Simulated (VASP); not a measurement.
# Ga2O3 (R-3) in VASP: single point with PBE

Aim: the single point of Ga2O3 with PBE.

Program: VASP 6.6.1. These are calculated values, not measurements. Logs are shortened: lines on timing, memory, paths and dates and some standing lists are left out, and cuts for length are marked.

### 1 The cell of the first run

Symmetry: R-3, No. 148, trigonal system. The conventional cell has a = 5.057 Å, b = 5.057 Å, c = 13.623 Å, α = 90.00°, β = 90.00°, γ = 120.00°. Ga (site symmetry 3) has 6 O at 1.99 to 2.02 Å within 2.6 Å. Ga (site symmetry 3) has 6 O at 1.92 to 2.19 Å within 2.5 Å. O (site symmetry 1) has 4 Ga at 1.92 to 2.19 Å within 2.5 Å.

### 2 Single point, PBE (mode 4 (142.6 1/cm) frozen in, largest displacement +0.125 Å)

INCAR reads:

```
  PREC = Accurate
  ENCUT = 520
  EDIFF = 1E-7
  ISMEAR = 0
  SIGMA = 0.05
  LREAL = F
  LASPH = T
  NELM = 60
  ALGO = Normal
  ISIF = 2
  LWAVE = F
  LCHARG = F
  GGA = PE
  NBANDS = 55
```

KPOINTS reads:

```
regular mesh
0
Gamma
  6 6 6
```

POSCAR reads:

```
Ga2O3
1.0
    2.5287245560      1.4599598031      4.5410352138
   -2.5287245560      1.4599598031      4.5410352138
    0.0000000000     -2.9199196063      4.5410352138
Ga O
4 6
Direct
    0.3466931662      0.3466931662      0.3466931662
    0.1349556584      0.1349556584      0.1349556584
    0.6533068338      0.6533068338      0.6533068338
    0.8650443416      0.8650443416      0.8650443416
    0.5507766229      0.9444299565      0.2549453347
    0.2549453347      0.5507766229      0.9444299565
    0.9444299565      0.2549453347      0.5507766229
    0.4492233771      0.0555700435      0.7450546653
    0.7450546653      0.4492233771      0.0555700435
    0.0555700435      0.7450546653      0.4492233771
```

Potentials or basis: VASP PAW PBE potentials, release 64 (Ga_d, O).

Run with:

```console
$ cat potpaw_PBE.64/Ga_d/POTCAR potpaw_PBE.64/O/POTCAR > POTCAR
$ mpirun -np 1 vasp_std > vasp.out
```

OUTCAR:

```text
PREC = Accurate
   ENCUT = 520
   EDIFF = 1E-7
   ISMEAR = 0
   LREAL = F
   LASPH = T
   NELM = 60
   ISIF = 2
   GGA = PE

 ion  position               nearest neighbor table
   1  0.347  0.347  0.347-  10 1.99   9 1.99   8 1.99   5 2.02   7 2.02   6 2.02   2 2.88
   2  0.135  0.135  0.135-   9 1.92  10 1.92   8 1.92   5 2.19   6 2.19   7 2.19   1 2.88
   3  0.653  0.653  0.653-   7 1.99   6 1.99   5 1.99   8 2.02  10 2.02   9 2.02   4 2.88
   4  0.865  0.865  0.865-   6 1.92   7 1.92   5 1.92   8 2.19   9 2.19  10 2.19   3 2.88
   5  0.551  0.944  0.255-   4 1.92   3 1.99   1 2.02   2 2.19
   6  0.255  0.551  0.944-   4 1.92   3 1.99   1 2.02   2 2.19
   7  0.944  0.255  0.551-   4 1.92   3 1.99   1 2.02   2 2.19
   8  0.449  0.056  0.745-   2 1.92   1 1.99   3 2.02   4 2.19
   9  0.745  0.449  0.056-   2 1.92   1 1.99   3 2.02   4 2.19
  10  0.056  0.745  0.449-   2 1.92   1 1.99   3 2.02   4 2.19

  LATTYP: Found a trigonal (rhomboedric) cell.
 ALAT       =     5.3987898014
 COS(alpha) =     0.5612266821

  Lattice vectors:

 A1 = (   2.5287245560,   1.4599598031,   4.5410352138)
 A2 = (  -2.5287245560,   1.4599598031,   4.5410352138)
 A3 = (   0.0000000000,  -2.9199196063,   4.5410352138)

Analysis of symmetry for initial positions (statically):
=====================================================================
 Subroutine PRICEL returns:
 Original cell was already a primitive cell.

 Routine SETGRP: Setting up the symmetry group for a
 trigonal (rhombohedral) supercell.

 Subroutine GETGRP returns: Found  6 space group operations
 (whereof  6 operations were pure point group operations)
 out of a pool of 12 trial point group operations.

The static configuration has the point symmetry S_6 .

Analysis of symmetry for dynamics (positions and initial velocities):
=====================================================================
 Subroutine PRICEL returns:
 Original cell was already a primitive cell.

 Routine SETGRP: Setting up the symmetry group for a
 trigonal (rhombohedral) supercell.

 Subroutine GETGRP returns: Found  6 space group operations
 (whereof  6 operations were pure point group operations)
 out of a pool of 12 trial point group operations.

The dynamic configuration has the point symmetry S_6 .

 Subroutine INISYM returns: Found  6 space group operations
 (whereof  6 operations are pure point group operations),
 and found     1 'primitive' translations

[... 115 lines left out ...]
   NFREE  =      0    steps in history (QN), initial steepest desc. (CG)
   ISIF   =      2    stress and relaxation
   ISYM   =      2    0-nonsym 1-usesym 2-fastsym
   POTIM  = 0.5000    time-step for ionic-motion
   TEBEG  =    0.0;   TEEND  =   0.0 temperature during run
   PSTRESS=    0.0 pullay stress
   NELECT =      88.0000    total number of electrons
   NUPDOWN=      -1.0000    fix difference up-down
   EMIN   =  10.00;   EMAX   =-10.00  energy-range for DOS
   EFERMI =   0.00;   METHOD = LEGACY
   ISMEAR =     0;   SIGMA  =   0.05  broadening in eV -4-tet -1-fermi 0-gaus
   EFERMI_NEDOS =   21; number of points for ismear=-14 and -15
   IALGO  =     38    algorithm
   IMIX   =      4    mixing-type and parameters
     AMIX     =   0.40;   BMIX     =  1.00
     AMIX_MAG =   1.60;   BMIX_MAG =  1.00
  volume/ion in A,a.u.               =      10.06        67.88
  Fermi-wavevector in a.u.,A,eV,Ry     =   1.565740  2.958819 33.355234  2.451541
  Thomas-Fermi vector in A             =   2.668171
   LORBIT       =      0    0 simple, 1 ext, 2 COOP (PROOUT), +10 PAW based schemes
   GGA     = PE    functional components
   LHFCALC =     F    Hartree Fock is set to
   AEXX    =    0.0000 exact exchange contribution
   IVDW    =     0    specifies the selected vdW correction
   LEPSILON=     F    determine dielectric tensor
   LRPA    =     F    only Hartree local field effects (RPA)
 non-spin polarized calculation
 Gauss-broadening in eV      SIGMA  =   0.05
  energy-cutoff  :      520.00
  volume of cell :      100.59
 maximum number of plane-waves:      2730
   NGX = 21   NGY = 21   NGZ = 21

 number of electron      87.9999981 magnetization

 Free energy of the ion-electron system (eV)
  ---------------------------------------------------
  ext. energy  EPLUGINS =         0.00000000
  ---------------------------------------------------
  free energy    TOTEN  =       -59.22278147 eV

  energy without entropy =      -59.22278147  energy(sigma->0) =      -59.22278147

 E-fermi :   4.3122     XC(G=0): -11.9616

 val. band max:        4.0988225395   @ k =  -0.1667   0.1667   0.0000
 cond. band min:       6.4762993011   @ k =   0.0000   0.0000   0.0000
 fundamental gap:      2.3774767616
 Fermi energy:         4.3122463877

 k-point     1 :       0.0000    0.0000    0.0000
  band No.  band energies     occupation
      1     -14.5971      2.00000
      2     -12.7422      2.00000
      3     -12.7422      2.00000
      4     -12.7241      2.00000
      5     -12.7045      2.00000
      6     -12.7045      2.00000
[... 1381 lines left out ...]
     54      15.9847      0.00000
     55      16.1316      0.00000

 [... further k-points ...]
[... 5 lines left out ...]
  --------------------------------------------------------------------------------------
  -------------------------------------------------------------------------------------
  Total        1.2062371      1.2062371      1.2718388      0.0000004     -0.0000000      0.0000000
  in kB       19.2129797     19.2129797     20.2578854      0.0000070     -0.0000000      0.0000000
  external PRESSURE =      19.5612816 kB  Pullay stress =       0.0000000 kB

 VOLUME and BASIS-vectors are now :
 -----------------------------------------------------------------------------
  energy-cutoff  :      520.00
  volume of cell :      100.59
      direct lattice vectors                 reciprocal lattice vectors
     2.528724556  1.459959803  4.541035214     0.197728139  0.114158394  0.073404701
    -2.528724556  1.459959803  4.541035214    -0.197728139  0.114158394  0.073404701
     0.000000000 -2.919919606  4.541035214     0.000000000 -0.228316788  0.073404701

 POSITION                                       TOTAL-FORCE (eV/Angst)
 -----------------------------------------------------------------------------------
      0.00000     -0.00000      4.72304        -0.000000     -0.000000      0.785966
      0.00000     -0.00000      1.83852        -0.000000     -0.000000      0.570303
      0.00000     -0.00000      8.90007        -0.000000      0.000000     -0.785966
      0.00000     -0.00000     11.78459        -0.000000      0.000000     -0.570303
     -0.99544      1.43852      7.94750         0.117232      0.028928     -0.026407
     -0.74808     -1.58134      7.94750        -0.083668      0.087061     -0.026407
      1.74352      0.14282      7.94750        -0.033563     -0.115989     -0.026407
      0.99544     -1.43852      5.67560        -0.117232     -0.028928      0.026407
      0.74808      1.58134      5.67560         0.083668     -0.087061      0.026407
     -1.74352     -0.14282      5.67560         0.033563      0.115989      0.026407
 -----------------------------------------------------------------------------------
    total drift:                               -0.000000     -0.000000      0.000000

  FREE ENERGIE OF THE ION-ELECTRON SYSTEM (eV)
  ---------------------------------------------------
  free  energy   TOTEN  =       -59.2227814704 eV

  energy  without entropy=      -59.2227814704  energy(sigma->0) =      -59.22278147
```

OSZICAR:

```text
N       E                     dE             d eps       ncg     rms          rms(c)
DAV:   1     0.121512965553E+04    0.12151E+04   -0.39766E+04  5251   0.299E+03
DAV:   2     0.197908650265E+03   -0.10172E+04   -0.95374E+03  4520   0.821E+02
DAV:   3    -0.473989917087E+02   -0.24531E+03   -0.23803E+03  4967   0.260E+02
DAV:   4    -0.670960394356E+02   -0.19697E+02   -0.19457E+02  5555   0.793E+01
DAV:   5    -0.678132068472E+02   -0.71717E+00   -0.71550E+00  5674   0.156E+01    0.171E+01
DAV:   6    -0.591334359940E+02    0.86798E+01   -0.29017E+01  7950   0.595E+01    0.473E+00
DAV:   7    -0.592737647193E+02   -0.14033E+00   -0.28418E+00  4905   0.960E+00    0.327E+00
DAV:   8    -0.592533689462E+02    0.20396E-01   -0.49453E-01  6575   0.950E+00    0.133E+00
DAV:   9    -0.592208467065E+02    0.32522E-01   -0.15407E-01  6520   0.559E+00    0.193E-01
DAV:  10    -0.592228193013E+02   -0.19726E-02   -0.20687E-02  6238   0.106E+00    0.214E-01
DAV:  11    -0.592227469651E+02    0.72336E-04   -0.40734E-03  5696   0.586E-01    0.242E-02
DAV:  12    -0.592227824660E+02   -0.35501E-04   -0.21910E-04  5583   0.145E-01    0.168E-02
DAV:  13    -0.592227798321E+02    0.26339E-05   -0.48531E-05  7088   0.160E-01    0.308E-03
DAV:  14    -0.592227815260E+02   -0.16939E-05   -0.10777E-05  6397   0.470E-02    0.149E-03
DAV:  15    -0.592227815388E+02   -0.12767E-07   -0.19403E-06  5408   0.165E-02    0.545E-04
DAV:  16    -0.592227814704E+02    0.68338E-07   -0.48836E-07  4340   0.538E-03
   1 F= -.59222781E+02 E0= -.59222781E+02  d E =-.957861E-11
```

stdout:

```text
POSCAR found type information on POSCAR GaO
 POSCAR found :  2 types and      10 ions
 scaLAPACK will be used
 LDA part: xc-table for (Slater+PW92), standard interpolation
 POSCAR, INCAR and KPOINTS ok, starting setup
 FFT: planning ... GRIDC
 FFT: planning ... GRID_SOFT
 FFT: planning ... GRID
 WAVECAR not read
 entering main loop
```

Run time: 9.1 min. Hardware: 1 thread of AMD EPYC 7R13, shared host; peak memory 0.3 GiB.

Results:

| Quantity | Value |
| --- | --- |
| Free energy | -59.2228 eV |
| Pressure | 2.0 GPa |
| Largest force | 0.786 eV/Å |
| Band gap on the k mesh | 2.38 eV, indirect (least direct gap 2.60 eV) |

Forces in eV/Å, atoms in the order of the input:
```
Ga   0.000  0.000  0.786
Ga   0.000  0.000  0.570
Ga   0.000  0.000 -0.786
Ga   0.000  0.000 -0.570
O    0.117  0.029 -0.026
O   -0.084  0.087 -0.026
O   -0.034 -0.116 -0.026
O   -0.117 -0.029  0.026
O    0.084 -0.087  0.026
O    0.034  0.116  0.026
```

Levels at points of the mesh, in eV from the valence-band top:
```tsv
k point	band 42	band 43	band 44	band 45	band 46	band 47
(0.00, 0.00, 0.00)	-0.28	-0.22	-0.22	2.38	6.18	6.65
(0.50, 0.00, 0.00)	-0.85	-0.15	-0.14	5.81	5.91	6.40
(0.50, 0.50, 0.00)	-0.65	-0.25	-0.16	6.07	6.27	7.26
(0.50, 0.50, 0.50)	-0.29	-0.28	-0.28	5.34	5.53	7.07
```

Caveat: the cell differs from its parent crystal (mode 4 (142.6 1/cm) frozen in, largest displacement +0.125 Å). A k mesh can miss the band edges.
